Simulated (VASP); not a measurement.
# CdSe (wurtzite type) (P6_3mc) in VASP: notebook, part 2 of 2

VASP 6.6.1. Earlier steps stand in the parts before.

## Step 4: Relaxation of cell and atoms, PBE

This run uses another cell than the first one, of 29.99 Å³/atom.

INCAR reads:

```
SYSTEM = CdSe
  PREC = Accurate
  ENCUT = 600
  EDIFF = 1E-6
  ISMEAR = -1
  SIGMA = 0.05
  LREAL = .False.
  LASPH = .True.
  NELM = 60
  ALGO = Normal
  ISIF = 3
  LWAVE = .False.
  LCHARG = .False.
  GGA = PE
  IBRION = 2
  NSW = 60
  EDIFFG = -0.005
```

KPOINTS reads:

```
Automatic mesh
0
Gamma
  9 9 5
  0 0 0
```

POSCAR reads:

```
CdSe
1.0
    4.3963526359      0.0000000000      0.0000000000
   -2.1981763180      3.8073530667      0.0000000000
    0.0000000000      0.0000000000      7.1660547966
Cd Se
2 2
Direct
    0.3333333333      0.6666666667      0.0000000000
    0.6666666667      0.3333333333      0.5000000000
    0.3333333333      0.6666666667      0.3760000000
    0.6666666667      0.3333333333      0.8760000000
```

Potentials or basis: VASP PAW PBE potentials, release 64 (Cd, Se).

The run is started by

```console
$ cat potpaw_PBE.64/Cd/POTCAR potpaw_PBE.64/Se/POTCAR > POTCAR
$ mpirun -np 1 vasp_std > vasp.out
```

OUTCAR:

```text
SYSTEM = CdSe
   PREC = Accurate
   ENCUT = 600
   EDIFF = 1E-6
   ISMEAR = -1
   LREAL = .False.
   LASPH = .True.
   NELM = 60
   ISIF = 3
   GGA = PE
   IBRION = 2
   NSW = 60
   EDIFFG = -0.005

 ion  position               nearest neighbor table
   1  0.333  0.667  0.000-   4 2.69   4 2.69   4 2.69   3 2.69
   2  0.667  0.333  0.500-   3 2.69   3 2.69   3 2.69   4 2.69
   3  0.333  0.667  0.376-   2 2.69   2 2.69   2 2.69   1 2.69
   4  0.667  0.333  0.876-   1 2.69   1 2.69   1 2.69   2 2.69

  LATTYP: Found a hexagonal cell.
 ALAT       =     4.3963526359
 C/A-ratio  =     1.6300000000

  Lattice vectors:

 A1 = (   4.3963526359,   0.0000000000,   0.0000000000)
 A2 = (  -2.1981763180,   3.8073530667,   0.0000000000)
 A3 = (   0.0000000000,   0.0000000000,   7.1660547966)

Analysis of symmetry for initial positions (statically):
=====================================================================
 Subroutine PRICEL returns:
 Original cell was already a primitive cell.

 Routine SETGRP: Setting up the symmetry group for a
 hexagonal supercell.

 Subroutine GETGRP returns: Found 12 space group operations
 (whereof  6 operations were pure point group operations)
 out of a pool of 24 trial point group operations.

The static configuration has the point symmetry C_3v.
 The point group associated with its full space group is C_6v.

Analysis of symmetry for dynamics (positions and initial velocities):
=====================================================================
 Subroutine PRICEL returns:
 Original cell was already a primitive cell.

 Routine SETGRP: Setting up the symmetry group for a
 hexagonal supercell.

 Subroutine GETGRP returns: Found 12 space group operations
 (whereof  6 operations were pure point group operations)
 out of a pool of 24 trial point group operations.

The dynamic configuration has the point symmetry C_3v.
[... 129 lines left out ...]
   GGA     = PE    functional components
   LHFCALC =     F    Hartree Fock is set to
   AEXX    =    0.0000 exact exchange contribution
   IVDW    =     0    specifies the selected vdW correction
   LEPSILON=     F    determine dielectric tensor
   LRPA    =     F    only Hartree local field effects (RPA)
 conjugate gradient relaxation of ions
 non-spin polarized calculation
  energy-cutoff  :      600.00
  volume of cell :      119.95
 maximum number of plane-waves:      4026
 NGX is ok and might be reduce to    36

--------------------------------------- Ionic step        1  -------------------------------------------

 number of electron      36.0000007 magnetization

 Free energy of the ion-electron system (eV)
  ---------------------------------------------------
  ext. energy  EPLUGINS =         0.00000000
  ---------------------------------------------------
  free energy    TOTEN  =       -10.99501466 eV

  energy without entropy =      -10.99497160  energy(sigma->0) =      -10.99499313

------------------------ aborting loop because EDIFF is reached ----------------------------------------

  FORCE on cell =-STRESS in cart. coord.  units (eV):
  Direction    XX          YY          ZZ          XY          YZ          ZX
  --------------------------------------------------------------------------------------
  -------------------------------------------------------------------------------------
  Total       -0.1228936     -0.1228936     -0.0716153      0.0000000      0.0000000      0.0000000
  in kB       -1.6415119     -1.6415119     -0.9565787      0.0000000      0.0000000      0.0000000
  external PRESSURE =      -1.4132008 kB  Pullay stress =       0.0000000 kB
[... 63 lines left out ...]
--------------------------------------- Ionic step        3  -------------------------------------------

 number of electron      36.0000008 magnetization

 Free energy of the ion-electron system (eV)
  ---------------------------------------------------
  ext. energy  EPLUGINS =         0.00000000
  ---------------------------------------------------
  free energy    TOTEN  =       -10.99519340 eV

  energy without entropy =      -10.99515302  energy(sigma->0) =      -10.99517321

 E-fermi :   0.7923     XC(G=0):  -8.6061

 val. band max:        0.4812204604   @ k =   0.0000   0.0000   0.0000
 cond. band min:       1.0141152999   @ k =   0.0000   0.0000   0.0000
 fundamental gap:      0.5328948395
 Fermi energy:         0.7923369799

 k-point     1 :       0.0000    0.0000    0.0000
  band No.  band energies     occupation
      1     -11.7956      2.00000
      2     -11.4698      2.00000
      3      -7.2620      2.00000
      4      -7.2575      2.00000
      5      -7.2575      2.00000
      6      -7.2006      2.00000
[... 589 lines left out ...]
     21       5.1188      0.00000
     22       6.8859      0.00000

 [... further k-points ...]

------------------------ aborting loop because EDIFF is reached ----------------------------------------

  FORCE on cell =-STRESS in cart. coord.  units (eV):
  Direction    XX          YY          ZZ          XY          YZ          ZX
  --------------------------------------------------------------------------------------
  -------------------------------------------------------------------------------------
  Total       -0.0062494     -0.0062494      0.0147708      0.0000000      0.0000000      0.0000000
  in kB       -0.0837424     -0.0837424      0.1979303      0.0000000      0.0000000      0.0000000
  external PRESSURE =       0.0101485 kB  Pullay stress =       0.0000000 kB
[... 19 lines left out ...]
  FREE ENERGIE OF THE ION-ELECTRON SYSTEM (eV)
  ---------------------------------------------------
  free  energy   TOTEN  =       -10.9951933981 eV

  energy  without entropy=      -10.9951530200  energy(sigma->0) =      -10.99517321

 reached required accuracy - stopping structural energy minimisation
```

OSZICAR:

```text
N       E                     dE             d eps       ncg     rms          rms(c)
DAV:   1     0.262770769054E+03    0.26277E+03   -0.18495E+04  1584   0.164E+03
DAV:   2     0.338001288327E+01   -0.25939E+03   -0.25354E+03  1758   0.363E+02
DAV:   3    -0.116167495363E+02   -0.14997E+02   -0.14945E+02  1902   0.859E+01
[... 22 lines left out ...]
DAV:   1    -0.109953239746E+02   -0.13684E-03   -0.29421E-03  1644   0.576E-01    0.845E-02
DAV:   2    -0.109952113835E+02    0.11259E-03   -0.31656E-04  1662   0.223E-01    0.277E-02
DAV:   3    -0.109951982248E+02    0.13159E-04   -0.35128E-05  1734   0.498E-02    0.245E-02
DAV:   4    -0.109951940946E+02    0.41302E-05   -0.28139E-06  1350   0.118E-02    0.384E-03
DAV:   5    -0.109951933981E+02    0.69646E-06   -0.10085E-06   816   0.113E-02
   3 F= -.10995193E+02 E0= -.10995173E+02  d E =-.178737E-03
```

Run time: 2.8 min. Hardware: 1 thread of Intel Xeon Platinum 8259CL at 2.50GHz (Skylake/Cascade Lake), shared host; peak memory 0.33 GiB.

What came out:

* Free energy: -10.9952 eV
* Relaxed volume: 29.89 Å³/atom
* Relaxed cell: a = 4.391 Å, b = 4.391 Å, c = 7.161 Å, α = 90.00°, β = 90.00°, γ = 120.00°
* Space group after relaxing (to 0.1 Å): P6_3mc (No. 186)
* Energy gained by relaxing: 0.0 meV/atom
* Ionic steps: 3
* Pressure after relaxing: 0.0 GPa
* Band gap on the k mesh: 0.53 eV

Forces in eV/Å, atoms in the order of the input:
```
Cd   0.000  0.000  0.003
Cd   0.000  0.000  0.003
Se   0.000  0.000 -0.003
Se   0.000  0.000 -0.003
```

The path:
```csv
step,energy change (eV),largest force (eV/Å),pressure (GPa),volume (Å³)
1,0.0000,0.0005,-0.14,119.95
2,-0.0002,0.0032,0.03,119.49
3,-0.0002,0.0026,0.00,119.56
```

Final structure:
```
CELL_PARAMETERS angstrom
4.39089 0.00000 0.00000
-2.19545 3.80262 0.00000
0.00000 0.00000 7.16087
ATOMIC_POSITIONS crystal
Cd 0.33333 0.66667 0.00000
Cd 0.66667 0.33333 0.50000
Se 0.33333 0.66667 0.37600
Se 0.66667 0.33333 0.87600
```

Levels at points of the mesh, in eV from the valence-band top:
| k point | band 15 | band 16 | band 17 | band 18 | band 19 | band 20 | band 21 | band 22 |
| --- | --- | --- | --- | --- | --- | --- | --- | --- |
| (0.00, 0.00, 0.00) | -0.68 | -0.04 | 0.00 | 0.00 | 0.53 | 2.13 | 5.85 | 5.85 |

Caveat: semilocal functionals underestimate gaps, and a narrow one can read as zero.

## Step 5: Summary

```csv
task,cell,smearing,gap on the mesh (eV),pressure (GPa)
relaxation of shape and atoms at fixed volume,"relaxed from a = 3.777, b = 3.777, c = 6.165 Å, angles 90.0, 90.0, 120.0°, 4 atoms, atomic positions A",fermi-dirac 0.05 eV,none,44.0
relaxation of shape and atoms at fixed volume,"relaxed from a = 3.777, b = 3.777, c = 6.165 Å, angles 90.0, 90.0, 120.0°, 4 atoms, atomic positions A",tetrahedron,none,44.4
relaxation of cell and atoms,"relaxed from a = 4.396, b = 4.396, c = 7.166 Å, angles 90.0, 90.0, 120.0°, 4 atoms, atomic positions B",fermi-dirac 0.05 eV,0.53,0.0
```

Alike in all rows: level PBE; potentials or basis VASP PAW PBE potentials, release 64 (Cd, Se); no spin polarisation; k mesh 9 × 9 × 5; cutoff (eV) 600.

Caveats: semilocal functionals underestimate gaps, and a narrow one can read as zero; a cell axis changed by over 15 % at a fixed basis, so the end point is rough (at least some runs).

Total energies depend on the potentials used, so only differences within one code and one set of settings carry meaning.

The gap in the log of VASP goes by the Fermi energy; the results here count the filled bands.